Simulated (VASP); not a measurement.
# Li3Ta2O (P-3m1) in VASP: relaxation of cell and atoms with PBE

Aim: the relaxation of cell and atoms of Li3Ta2O with PBE.

Program: VASP 6.6.1. These are calculated values, not measurements. Logs are shortened: lines on timing, memory, paths and dates and some standing lists are left out, and cuts for length are marked.

**1. The cell of the first run**

Symmetry: P-3m1, No. 164, trigonal system. The conventional cell has a = 2.838 Å, b = 2.838 Å, c = 12.716 Å, α = 90.00°, β = 90.00°, γ = 120.00°. Li (site symmetry -3m) has 6 Li at 2.84 Å and 6 Ta at 3.07 Å within 3.7 Å. Li (site symmetry 3m) has 3 O at 1.84 Å and 3 Li at 2.36 Å within 2.4 Å. Within 3.7 Å of Ta (site symmetry 3m) lie 6 Ta at 2.84 Å and 6 Li at 3.07 to 3.34 Å. O (site symmetry -3m) has 6 Li at 1.84 Å within 2.4 Å.

The cell was generated, and may not be a known phase.

**2. Relaxation of cell and atoms, PBE**

Contents of INCAR:

```
SYSTEM = Li3Ta2O
PREC = Accurate ; ENCUT = 600
EDIFF = 1E-6 ; ISMEAR = 0
SIGMA = 0.1 ; LREAL = .FALSE.
LASPH = .TRUE. ; NELM = 60
ALGO = Normal ; ISIF = 3
LWAVE = .FALSE. ; LCHARG = .FALSE.
GGA = PE ; IBRION = 2
NSW = 100 ; EDIFFG = -0.01
```

Contents of KPOINTS:

```
Automatic mesh
0
G
  18 18 4
  0 0 0
```

Contents of POSCAR:

```
Li3Ta2O
1.0
    2.8375424247      0.0000000000      0.0000000000
   -1.4187712124      2.4573838241      0.0000000000
    0.0000000000      0.0000000000     12.7160935518
Li Ta O
3 2 1
Direct
    0.0000000000      0.0000000000      0.5000000000
    0.3333333333      0.6666666667      0.0665548559
    0.6666666667      0.3333333333      0.9334451441
    0.3333333333      0.6666666667      0.7044589139
    0.6666666667      0.3333333333      0.2955410861
    0.0000000000      0.0000000000      0.0000000000
```

Potentials or basis: VASP PAW PBE potentials, release 64 (Li_sv, Ta_pv, O).

On the command line:

```console
cat potpaw_PBE.64/Li_sv/POTCAR potpaw_PBE.64/Ta_pv/POTCAR potpaw_PBE.64/O/POTCAR > POTCAR
mpirun -np 1 vasp_std > vasp.out
```

OUTCAR:

```text
SYSTEM = Li3Ta2O
   PREC = Accurate
   ENCUT = 600
   EDIFF = 1E-6
   ISMEAR = 0
   LREAL = .FALSE.
   LASPH = .TRUE.
   NELM = 60
   ISIF = 3
   GGA = PE
   IBRION = 2
   NSW = 100
   EDIFFG = -0.01

 ion  position               nearest neighbor table
   1  0.000  0.000  0.500-   4 3.07   5 3.07   5 3.07   4 3.07   5 3.07   4 3.07
   2  0.333  0.667  0.067-   6 1.84   6 1.84   6 1.84   3 2.36   3 2.36   3 2.36
   3  0.667  0.333  0.933-   6 1.84   6 1.84   6 1.84   2 2.36   2 2.36   2 2.36
   4  0.333  0.667  0.704-   1 3.07   1 3.07   1 3.07
   5  0.667  0.333  0.296-   1 3.07   1 3.07   1 3.07
   6  0.000  0.000  0.000-   2 1.84   3 1.84   3 1.84   2 1.84   3 1.84   2 1.84

  LATTYP: Found a hexagonal cell.
 ALAT       =     2.8375424247
 C/A-ratio  =     4.4813756584

  Lattice vectors:

 A1 = (   2.8375424247,   0.0000000000,   0.0000000000)
 A2 = (  -1.4187712124,   2.4573838241,   0.0000000000)
 A3 = (   0.0000000000,   0.0000000000,  12.7160935518)

Analysis of symmetry for initial positions (statically):
=====================================================================
 Subroutine PRICEL returns:
 Original cell was already a primitive cell.

 Routine SETGRP: Setting up the symmetry group for a
 hexagonal supercell.

 Subroutine GETGRP returns: Found 12 space group operations
 (whereof 12 operations were pure point group operations)
 out of a pool of 24 trial point group operations.

The static configuration has the point symmetry D_3d.

Analysis of symmetry for dynamics (positions and initial velocities):
=====================================================================
 Subroutine PRICEL returns:
 Original cell was already a primitive cell.

 Routine SETGRP: Setting up the symmetry group for a
 hexagonal supercell.

 Subroutine GETGRP returns: Found 12 space group operations
 (whereof 12 operations were pure point group operations)
 out of a pool of 24 trial point group operations.

The dynamic configuration has the point symmetry D_3d.

 Subroutine INISYM returns: Found 12 space group operations
 (whereof 12 operations are pure point group operations),
 and found     1 'primitive' translations

----------------------------------------------------------------------------------------

                                     Primitive cell

  volume of cell :      88.6684

  direct lattice vectors                    reciprocal lattice vectors
     2.837542425  0.000000000  0.000000000     0.352417638  0.203468418  0.000000000
    -1.418771212  2.457383824  0.000000000     0.000000000  0.406936837  0.000000000
     0.000000000  0.000000000 12.716093552     0.000000000  0.000000000  0.078640504

  length of vectors
     2.837542425  2.837542425 12.716093552     0.406936837  0.406936837  0.078640504

  position of ions in fractional coordinates (direct lattice)
     0.000000000  0.000000000  0.500000000
     0.333333333  0.666666667  0.066554856
     0.666666667  0.333333333  0.933445144
     0.333333333  0.666666667  0.704458914
     0.666666667  0.333333333  0.295541086
     0.000000000  0.000000000  0.000000000

  ion indices of the primitive-cell ions
   primitive index   ion index
                 1           1
                 2           2
                 3           3
                 4           4
                 5           5
                 6           6

----------------------------------------------------------------------------------------

 KPOINTS: Automatic mesh

Automatic generation of k-mesh.
 Grid dimensions read from file:
 generate k-points for:   18   18    4

 Generating k-lattice:

  Cartesian coordinates                     Fractional coordinates (reciprocal lattice)
     0.019578758  0.011303801  0.000000000     0.055555556  0.000000000  0.000000000
     0.000000000  0.022607602  0.000000000     0.000000000  0.055555556  0.000000000
     0.000000000  0.000000000  0.019660126     0.000000000  0.000000000  0.250000000

  Length of vectors
     0.022607602  0.022607602  0.019660126

  Shift w.r.t. Gamma in fractional coordinates (k-lattice)
     0.000000000  0.000000000  0.000000000

 Subroutine IBZKPT returns following result:
 ===========================================

 Found    138 irreducible k-points:

 Following reciprocal coordinates:
            Coordinates               Weight
  0.000000  0.000000  0.000000      1.000000
  0.055556  0.000000  0.000000      6.000000
  0.111111  0.000000  0.000000      6.000000
  0.166667  0.000000  0.000000      6.000000
  0.222222  0.000000  0.000000      6.000000
  0.277778  0.000000  0.000000      6.000000
[... 16 lines left out ...]
  0.333333  0.111111  0.000000     12.000000
  0.388889  0.111111  0.000000     12.000000
 [... further k-points ...]
   k-points           NKPTS =    138   k-points in BZ     NKDIM =    138   number of bands    NBANDS=     22
   number of dos      NEDOS =    301   number of ions     NIONS =      6
   total plane-waves  NPLWV =  62208
   dimension x,y,z NGX =    24 NGY =   24 NGZ =  108
   dimension x,y,z NGXF=    48 NGYF=   48 NGZF=  216
   ions per type =               3   2   1
   NGX,Y,Z   is equivalent  to a cutoff of  14.06, 14.06, 14.12 a.u.
   NGXF,Y,Z  is equivalent  to a cutoff of  28.12, 28.12, 28.24 a.u.
 SYSTEM =  Li3Ta2O
   PREC   = accura    normal or accurate (medium, high low for compatibility)
   ISTART =      0    job   : 0-new  1-cont  2-samecut
   ICHARG =      2    charge: 1-file 2-atom 10-const
   ISPIN  =      1    spin polarized calculation?
   LNONCOLLINEAR =      F non collinear calculations
   LSORBIT =      F    spin-orbit coupling
   LASPH  =      T    aspherical Exc in radial PAW
   ENCUT  =  600.0 eV  44.10 Ry    6.64 a.u.   5.67  5.67 25.40*2*pi/ulx,y,z
   NELM   =     60;   NELMIN=  2; NELMDL= -5     # of ELM steps
   EDIFF  = 0.1E-05   stopping-criterion for ELM
   LREAL  =      F    real-space projection
   EDIFFG = -.1E-01   stopping-criterion for IOM
   NSW    =    100    number of steps for IOM
   IBRION =      2    ionic relax: 0-MD 1-quasi-New 2-CG
   NFREE  =      1    steps in history (QN), initial steepest desc. (CG)
   ISIF   =      3    stress and relaxation
   ISYM   =      2    0-nonsym 1-usesym 2-fastsym
   POTIM  = 0.5000    time-step for ionic-motion
   TEBEG  =    0.0;   TEEND  =   0.0 temperature during run
   PSTRESS=    0.0 pullay stress
   NELECT =      37.0000    total number of electrons
   NUPDOWN=      -1.0000    fix difference up-down
   EMIN   =  10.00;   EMAX   =-10.00  energy-range for DOS
   EFERMI =   0.00;   METHOD = LEGACY
   ISMEAR =     0;   SIGMA  =   0.10  broadening in eV -4-tet -1-fermi 0-gaus
   EFERMI_NEDOS =   21; number of points for ismear=-14 and -15
   IALGO  =     38    algorithm
   IMIX   =      4    mixing-type and parameters
     AMIX     =   0.40;   BMIX     =  1.00
     AMIX_MAG =   1.60;   BMIX_MAG =  1.00
  volume/ion in A,a.u.               =      14.78        99.73
  Fermi-wavevector in a.u.,A,eV,Ry     =   1.223355  2.311805 20.362433  1.496597
  Thomas-Fermi vector in A             =   2.358469
   LORBIT       =      0    0 simple, 1 ext, 2 COOP (PROOUT), +10 PAW based schemes
   GGA     = PE    functional components
   LHFCALC =     F    Hartree Fock is set to
   AEXX    =    0.0000 exact exchange contribution
   IVDW    =     0    specifies the selected vdW correction
   LEPSILON=     F    determine dielectric tensor
   LRPA    =     F    only Hartree local field effects (RPA)
 conjugate gradient relaxation of ions
 non-spin polarized calculation
 Gauss-broadening in eV      SIGMA  =   0.10
  energy-cutoff  :      600.00
  volume of cell :       88.67
 maximum number of plane-waves:      2979
 NGX is ok and might be reduce to    24
   NGX = 11   NGY = 11   NGZ = 51

--------------------------------------- Ionic step        1  -------------------------------------------

 number of electron      36.9999989 magnetization

 Free energy of the ion-electron system (eV)
  ---------------------------------------------------
  ext. energy  EPLUGINS =         0.00000000
  ---------------------------------------------------
  free energy    TOTEN  =       -36.19165773 eV

  energy without entropy =      -36.16289001  energy(sigma->0) =      -36.17727387

------------------------ aborting loop because EDIFF is reached ----------------------------------------

  FORCE on cell =-STRESS in cart. coord.  units (eV):
  Direction    XX          YY          ZZ          XY          YZ          ZX
  --------------------------------------------------------------------------------------
  -------------------------------------------------------------------------------------
  Total        0.0524007      0.0524007      0.2986047     -0.0000000      0.0000000      0.0000000
  in kB        0.9468450      0.9468450      5.3955805     -0.0000000      0.0000000      0.0000000
  external PRESSURE =       2.4297568 kB  Pullay stress =       0.0000000 kB
[... 65 lines left out ...]
  energy  without entropy=      -36.1632271163  energy(sigma->0) =      -36.17776918

--------------------------------------- Ionic step        3  -------------------------------------------

 number of electron      36.9999988 magnetization

 E-fermi :   2.5518     XC(G=0): -10.0018

 val. band max:        2.5490569484   @ k =   0.1667   0.1667   0.5000
 cond. band min:       2.5521566370   @ k =   0.3333   0.2778   0.2500
 fundamental gap:      0.0030996886
 Fermi energy:         2.5518140732

 k-point     1 :       0.0000    0.0000    0.0000
  band No.  band energies     occupation
      1     -42.9482      2.00000
      2     -40.3353      2.00000
      3     -40.1804      2.00000
      4     -32.0222      2.00000
      5     -32.0220      2.00000
      6     -31.1079      2.00000
[... 624 lines left out ...]
  FREE ENERGIE OF THE ION-ELECTRON SYSTEM (eV)
  ---------------------------------------------------
  free  energy   TOTEN  =       -36.1925862374 eV

  energy  without entropy=      -36.1631852076  energy(sigma->0) =      -36.17788572

[... ionic steps 4 to 16 ...]

--------------------------------------- Ionic step       17  -------------------------------------------

 number of electron      37.0000000 magnetization

------------------------ aborting loop because EDIFF is reached ----------------------------------------

  FORCE on cell =-STRESS in cart. coord.  units (eV):
  Direction    XX          YY          ZZ          XY          YZ          ZX
  --------------------------------------------------------------------------------------
  -------------------------------------------------------------------------------------
  Total        0.0709903      0.0709903     -0.1223777     -0.0000000     -0.0000000      0.0000000
  in kB        1.2498045      1.2498045     -2.1544923     -0.0000000     -0.0000000      0.0000000
  external PRESSURE =       0.1150389 kB  Pullay stress =       0.0000000 kB
[... 65 lines left out ...]
  energy  without entropy=      -36.1664153437  energy(sigma->0) =      -36.18191048

--------------------------------------- Ionic step       19  -------------------------------------------

 number of electron      36.9999997 magnetization

 Free energy of the ion-electron system (eV)
  ---------------------------------------------------
  ext. energy  EPLUGINS =         0.00000000
  ---------------------------------------------------
  free energy    TOTEN  =       -36.19752163 eV

  energy without entropy =      -36.16660113  energy(sigma->0) =      -36.18206138

 E-fermi :   2.3813     XC(G=0):  -9.8749

 val. band max:        2.3799719909   @ k =   0.1667   0.1111   0.2500
 cond. band min:       2.3813565231   @ k =  -0.1111   0.5000   0.2500
 fundamental gap:      0.0013845322
 Fermi energy:         2.3813492914

 k-point     1 :       0.0000    0.0000    0.0000
  band No.  band energies     occupation
      1     -43.1646      2.00000
      2     -40.5698      2.00000
      3     -40.4453      2.00000
      4     -32.1175      2.00000
      5     -32.1173      2.00000
      6     -31.2018      2.00000
[... 624 lines left out ...]
  FREE ENERGIE OF THE ION-ELECTRON SYSTEM (eV)
  ---------------------------------------------------
  free  energy   TOTEN  =       -36.1975216250 eV

  energy  without entropy=      -36.1666011306  energy(sigma->0) =      -36.18206138

 reached required accuracy - stopping structural energy minimisation
```

Wall time 44 min (1 thread of Intel Xeon Platinum 8488C (Sapphire Rapids), shared host); peak memory 0.53 GiB.

Results:

| Quantity | Value |
| --- | --- |
| Free energy | -36.1975 eV |
| Relaxed volume | 15.20 Å³/atom |
| Relaxed cell | a = 2.818 Å, b = 2.818 Å, c = 13.261 Å, α = 90.00°, β = 90.00°, γ = 120.00° |
| Space group after relaxing (to 0.1 Å) | P-3m1 (No. 164) |
| Energy gained by relaxing | 1.0 meV/atom |
| Ionic steps | 19 |
| Pressure after relaxing | -0.1 GPa |
| Band gap on the k mesh | zero (an odd number of electrons rules out a gap without spin polarisation) |

Forces in eV/Å, atoms in the order of the input:
```
Li   0.000  0.000  0.000
Li   0.000  0.000  0.002
Li   0.000  0.000 -0.002
Ta   0.000  0.000 -0.003
Ta   0.000  0.000  0.003
O    0.000  0.000  0.000
```

Stress tensor (GPa, compression positive):
```
-0.02  0.00  0.00
 0.00 -0.02  0.00
 0.00  0.00 -0.10
```

Step by step:
| step | energy change (eV) | largest force (eV/Å) | pressure (GPa) | volume (Å³) |
| --- | --- | --- | --- | --- |
| 1 | 0.0000 | 0.0270 | 0.24 | 88.67 |
| 2 | -0.0007 | 0.0191 | 0.03 | 88.96 |
| 3 | -0.0009 | 0.0285 | -0.18 | 89.25 |
| 4 | -0.0014 | 0.0347 | -0.08 | 89.27 |
| 5 | -0.0018 | 0.0425 | 0.04 | 89.29 |
| 6 | -0.0018 | 0.0585 | 0.25 | 89.33 |
| 7 | -0.0019 | 0.0495 | 0.13 | 89.31 |
| 8 | -0.0023 | 0.0504 | 0.05 | 89.48 |
| 9 | -0.0030 | 0.0543 | -0.16 | 89.98 |
| 10 | -0.0030 | 0.0624 | -0.55 | 90.98 |
| 11 | -0.0032 | 0.0581 | -0.36 | 90.44 |
| 12 | -0.0034 | 0.0573 | -0.33 | 90.47 |
| 13 | -0.0039 | 0.0543 | -0.25 | 90.56 |
| 14 | -0.0047 | 0.0491 | -0.10 | 90.73 |
| 15 | -0.0049 | 0.0331 | 0.20 | 91.06 |
| 16 | -0.0051 | 0.0411 | 0.07 | 90.90 |
| 17 | -0.0054 | 0.0337 | 0.01 | 91.01 |
| 18 | -0.0057 | 0.0117 | -0.15 | 91.29 |
| 19 | -0.0059 | 0.0029 | -0.05 | 91.17 |

Final structure:
```
Li Ta O
1.0
     2.81762    0.00000    0.00000
    -1.40881    2.44013    0.00000
     0.00000    0.00000   13.26057
Li Ta O
3 2 1
Direct
  0.00000 0.00000 0.50000
  0.33333 0.66667 0.06804
  0.66667 0.33333 0.93196
  0.33333 0.66667 0.69765
  0.66667 0.33333 0.30235
  0.00000 0.00000 0.00000
```

Caveat: the cutoff is under 1.25 times the usual one of these potentials, so pressure, stress and relaxed cells hold a basis-set (Pulay) error; spin-orbit coupling is left out, which moves the levels of the heavy elements.
